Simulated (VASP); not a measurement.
# SiC (P6_3mc) in VASP: a series of runs, part 2 of 2

VASP 6.6.1. The steps go on from the part before.

## 4. Single point, LDA (c/a of the conventional cell at fixed volume 1.7289)

File INCAR:

```
SYSTEM = SiC
PREC = Accurate ; ENCUT = 520
EDIFF = 1E-7 ; ISMEAR = 0
SIGMA = 0.05 ; LREAL = .False.
LASPH = .True. ; NELM = 60
ALGO = Normal ; ISIF = 2
LWAVE = .False. ; LCHARG = .False.
GGA = CA ; NBANDS = 16
```

File KPOINTS:

```
regular mesh
0
Gamma
  12 12 6
  0 0 0
```

File POSCAR:

```
SiC
1.0
    3.0036848971      0.0000000000      0.0000000000
   -1.5018424486      2.6012674258      0.0000000000
    0.0000000000      0.0000000000      5.1930708186
Si C
2 2
Direct
    0.3333333333      0.6666666667      0.0046041256
    0.6666666667      0.3333333333      0.5046041256
    0.3333333333      0.6666666667      0.3355409659
    0.6666666667      0.3333333333      0.8355409659
```

Potentials or basis: VASP PAW LDA potentials, release 64 (Si, C).

On the command line:

```
> cat potpaw_LDA.64/Si/POTCAR potpaw_LDA.64/C/POTCAR > POTCAR
> mpirun -np 1 vasp_std > vasp.out
```

OUTCAR:

```text
SYSTEM = SiC
   PREC = Accurate
   ENCUT = 520
   EDIFF = 1E-7
   ISMEAR = 0
   LREAL = .False.
   LASPH = .True.
   NELM = 60
   ISIF = 2
   GGA = CA

 ion  position               nearest neighbor table
   1  0.333  0.667  0.005-   3 1.72   4 1.94   4 1.94   4 1.94   2 3.12   2 3.12   2 3.12   2 3.12
                             2 3.12   2 3.12
   2  0.667  0.333  0.505-   4 1.72   3 1.94   3 1.94   3 1.94   1 3.12   1 3.12   1 3.12   1 3.12
                             1 3.12   1 3.12
   3  0.333  0.667  0.336-   1 1.72   2 1.94   2 1.94   2 1.94
   4  0.667  0.333  0.836-   2 1.72   1 1.94   1 1.94   1 1.94

  LATTYP: Found a hexagonal cell.
 ALAT       =     3.0036848971
 C/A-ratio  =     1.7289000000

  Lattice vectors:

 A1 = (   3.0036848971,   0.0000000000,   0.0000000000)
 A2 = (  -1.5018424486,   2.6012674258,   0.0000000000)
 A3 = (   0.0000000000,   0.0000000000,   5.1930708186)

Analysis of symmetry for initial positions (statically):
=====================================================================
 Subroutine PRICEL returns:
 Original cell was already a primitive cell.

 Routine SETGRP: Setting up the symmetry group for a
 hexagonal supercell.

 Subroutine GETGRP returns: Found 12 space group operations
 (whereof  6 operations were pure point group operations)
 out of a pool of 24 trial point group operations.

The static configuration has the point symmetry C_3v.
 The point group associated with its full space group is C_6v.

Analysis of symmetry for dynamics (positions and initial velocities):
=====================================================================
 Subroutine PRICEL returns:
 Original cell was already a primitive cell.

 Routine SETGRP: Setting up the symmetry group for a
 hexagonal supercell.

 Subroutine GETGRP returns: Found 12 space group operations
 (whereof  6 operations were pure point group operations)
 out of a pool of 24 trial point group operations.

The dynamic configuration has the point symmetry C_3v.
 The point group associated with its full space group is C_6v.

 Subroutine INISYM returns: Found 12 space group operations
 (whereof  6 operations are pure point group operations),
 and found     1 'primitive' translations

----------------------------------------------------------------------------------------

                                     Primitive cell

  volume of cell :      40.5755

  direct lattice vectors                    reciprocal lattice vectors
     3.003684897  0.000000000  0.000000000     0.332924403  0.192213993  0.000000000
    -1.501842449  2.601267426  0.000000000     0.000000000  0.384427987  0.000000000
     0.000000000  0.000000000  5.193070819     0.000000000  0.000000000  0.192564291

  length of vectors
     3.003684897  3.003684897  5.193070819     0.384427987  0.384427987  0.192564291

  position of ions in fractional coordinates (direct lattice)
     0.333333333  0.666666667  0.004604126
     0.666666667  0.333333333  0.504604126
     0.333333333  0.666666667  0.335540966
     0.666666667  0.333333333  0.835540966

  ion indices of the primitive-cell ions
   primitive index   ion index
                 1           1
                 2           2
                 3           3
                 4           4

[... 31 lines left out ...]
  0.250000 -0.000000  0.000000      6.000000
  0.333333  0.000000  0.000000      6.000000
  0.416667 -0.000000  0.000000      6.000000
[... 16 lines left out ...]
  0.250000 -0.000000  0.166667     12.000000
  0.333333  0.000000  0.166667     12.000000
 [... further k-points ...]
   k-points           NKPTS =     76   k-points in BZ     NKDIM =     76   number of bands    NBANDS=     16
   number of dos      NEDOS =    301   number of ions     NIONS =      4
   total plane-waves  NPLWV =  23040
   dimension x,y,z NGX =    24 NGY =   24 NGZ =   40
   dimension x,y,z NGXF=    48 NGYF=   48 NGZF=   80
   ions per type =               2   2
   NGX,Y,Z   is equivalent  to a cutoff of  13.28, 13.28, 12.81 a.u.
   NGXF,Y,Z  is equivalent  to a cutoff of  26.57, 26.57, 25.61 a.u.
 SYSTEM =  SiC
   PREC   = accura    normal or accurate (medium, high low for compatibility)
   ISTART =      0    job   : 0-new  1-cont  2-samecut
   ICHARG =      2    charge: 1-file 2-atom 10-const
   ISPIN  =      1    spin polarized calculation?
   LNONCOLLINEAR =      F non collinear calculations
   LSORBIT =      F    spin-orbit coupling
   LASPH  =      T    aspherical Exc in radial PAW
   ENCUT  =  520.0 eV  38.22 Ry    6.18 a.u.   5.58  5.58  9.66*2*pi/ulx,y,z
   NELM   =     60;   NELMIN=  2; NELMDL= -5     # of ELM steps
   EDIFF  = 0.1E-06   stopping-criterion for ELM
   LREAL  =      F    real-space projection
   EDIFFG = 0.1E-05   stopping-criterion for IOM
   NSW    =      0    number of steps for IOM
   IBRION =     -1    ionic relax: 0-MD 1-quasi-New 2-CG
   NFREE  =      0    steps in history (QN), initial steepest desc. (CG)
   ISIF   =      2    stress and relaxation
   ISYM   =      2    0-nonsym 1-usesym 2-fastsym
   POTIM  = 0.5000    time-step for ionic-motion
   TEBEG  =    0.0;   TEEND  =   0.0 temperature during run
   PSTRESS=    0.0 pullay stress
   NELECT =      16.0000    total number of electrons
   NUPDOWN=      -1.0000    fix difference up-down
   EMIN   =  10.00;   EMAX   =-10.00  energy-range for DOS
   EFERMI =   0.00;   METHOD = LEGACY
   ISMEAR =     0;   SIGMA  =   0.05  broadening in eV -4-tet -1-fermi 0-gaus
   EFERMI_NEDOS =   21; number of points for ismear=-14 and -15
   IALGO  =     38    algorithm
   IMIX   =      4    mixing-type and parameters
     AMIX     =   0.40;   BMIX     =  1.00
     AMIX_MAG =   1.60;   BMIX_MAG =  1.00
  volume/ion in A,a.u.               =      10.14        68.45
  Fermi-wavevector in a.u.,A,eV,Ry     =   1.200495  2.268606 19.608550  1.441188
  Thomas-Fermi vector in A             =   2.336329
   LORBIT       =      0    0 simple, 1 ext, 2 COOP (PROOUT), +10 PAW based schemes
   GGA     = CA    functional components
   LHFCALC =     F    Hartree Fock is set to
   AEXX    =    0.0000 exact exchange contribution
   IVDW    =     0    specifies the selected vdW correction
   LEPSILON=     F    determine dielectric tensor
   LRPA    =     F    only Hartree local field effects (RPA)
 non-spin polarized calculation
 Gauss-broadening in eV      SIGMA  =   0.05
  energy-cutoff  :      520.00
  volume of cell :       40.58
 maximum number of plane-waves:      1135
 NGX is ok and might be reduce to    24
   NGX = 11   NGY = 11   NGZ = 19

 number of electron      15.9999998 magnetization

 Free energy of the ion-electron system (eV)
  ---------------------------------------------------
  ext. energy  EPLUGINS =         0.00000000
  ---------------------------------------------------
  free energy    TOTEN  =       -32.20737653 eV

  energy without entropy =      -32.20737107  energy(sigma->0) =      -32.20737380

 E-fermi :   9.2481     XC(G=0): -11.6540

 val. band max:        9.1587879255   @ k =   0.0000   0.0000   0.0000
 cond. band min:       9.3372937678   @ k =   0.3333   0.3333   0.0000
 fundamental gap:      0.1785058423
 Fermi energy:         9.2481334555

 k-point     1 :       0.0000    0.0000    0.0000
  band No.  band energies     occupation
      1      -7.1775      2.00000
      2      -3.5158      2.00000
      3      -1.3147      2.00000
      4       6.7803      2.00000
      5       7.9000      2.00000
      6       7.9000      2.00000
[... 433 lines left out ...]
      3       0.7599      2.00000
      4       2.6528      2.00000
      5       3.9186      2.00000
      6       5.9588      2.00000
[... 8 lines left out ...]
     15      19.7314      0.00000
     16      20.7558      0.00000

 [... further k-points ...]

------------------------ aborting loop because EDIFF is reached ----------------------------------------

  FORCE on cell =-STRESS in cart. coord.  units (eV):
  Direction    XX          YY          ZZ          XY          YZ          ZX
  --------------------------------------------------------------------------------------
  -------------------------------------------------------------------------------------
  Total        0.6235574      0.6235574      1.1524702     -0.0000000      0.0000000      0.0000000
  in kB       24.6220050     24.6220050     45.5068400     -0.0000000      0.0000000      0.0000000
  external PRESSURE =      31.5836166 kB  Pullay stress =       0.0000000 kB

 VOLUME and BASIS-vectors are now :
 -----------------------------------------------------------------------------
  energy-cutoff  :      520.00
  volume of cell :       40.58
      direct lattice vectors                 reciprocal lattice vectors
     3.003684897  0.000000000  0.000000000     0.332924403  0.192213993  0.000000000
    -1.501842449  2.601267426  0.000000000     0.000000000  0.384427987  0.000000000
     0.000000000  0.000000000  5.193070819     0.000000000  0.000000000  0.192564291

 POSITION                                       TOTAL-FORCE (eV/Angst)
 -----------------------------------------------------------------------------------
     -0.00000      1.73418      0.02391         0.000000     -0.000000     -5.165768
      1.50184      0.86709      2.62044        -0.000000     -0.000000     -5.165768
     -0.00000      1.73418      1.74249         0.000000     -0.000000      5.165768
      1.50184      0.86709      4.33902        -0.000000      0.000000      5.165768
 -----------------------------------------------------------------------------------
    total drift:                               -0.000000      0.000000     -0.000304

  FREE ENERGIE OF THE ION-ELECTRON SYSTEM (eV)
  ---------------------------------------------------
  free  energy   TOTEN  =       -32.2073765271 eV

  energy  without entropy=      -32.2073710707  energy(sigma->0) =      -32.20737380
```

Run time: 28 s. Hardware: 1 thread of Intel Xeon Platinum 8259CL at 2.50GHz (Skylake/Cascade Lake), shared host; peak memory 0.16 GiB.

What came out:

| Item | Value |
| --- | --- |
| Free energy | -32.2074 eV |
| Pressure | 3.2 GPa |
| Largest force | 5.166 eV/Å |
| Band gap on the k mesh | 0.18 eV, indirect (least direct gap 3.33 eV) |

Forces in eV/Å, atoms in the order of the input:
```
Si   0.000  0.000 -5.166
Si   0.000  0.000 -5.166
C    0.000  0.000  5.166
C    0.000  0.000  5.166
```

Levels at points of the mesh, in eV from the valence-band top:
| k point | band 5 | band 6 | band 7 | band 8 | band 9 | band 10 | band 11 | band 12 |
| --- | --- | --- | --- | --- | --- | --- | --- | --- |
| (0.00, 0.00, 0.00) | -1.26 | -1.26 | 0.00 | 0.00 | 4.73 | 5.14 | 6.44 | 6.44 |
| (0.50, 0.00, 0.00) | -6.70 | -4.96 | -3.43 | -1.21 | 2.26 | 2.55 | 5.46 | 6.27 |
| (0.00, 0.00, 0.50) | -0.68 | -0.68 | -0.68 | -0.68 | 5.99 | 5.99 | 7.16 | 7.16 |
| (0.50, 0.00, 0.50) | -3.87 | -3.87 | -2.55 | -2.55 | 2.00 | 2.00 | 4.82 | 4.82 |

Caveat: forces of over 1 eV/Å act on the atoms, so gaps and moduli don't describe the material at rest. A k mesh can miss the band edges.

## 5. Summary

| cell | gap on the mesh (eV) | pressure (GPa) | largest force (eV/Å) |
| --- | --- | --- | --- |
| a = 3.113, b = 3.113, c = 4.836 Å, angles 90.0, 90.0, 120.0°, 4 atoms | 1.73 | -0.1 | 0.67 |
| a = 3.142, b = 3.142, c = 4.745 Å, angles 90.0, 90.0, 120.0°, 4 atoms | 1.66 | 12.5 | 6.27 |
| a = 3.004, b = 3.004, c = 5.193 Å, angles 90.0, 90.0, 120.0°, 4 atoms | 0.18 | 3.2 | 5.17 |

Alike in all rows: task single point; level LDA; potentials or basis VASP PAW LDA potentials, release 64 (Si, C); no spin polarisation; k mesh 12 × 12 × 6; cutoff (eV) 520; smearing gaussian 0.05 eV.

Caveats: forces of over 1 eV/Å act on the atoms, so gaps and moduli don't describe the material at rest (some runs).

Total energies depend on the potentials used, so only differences within one code and one set of settings carry meaning.
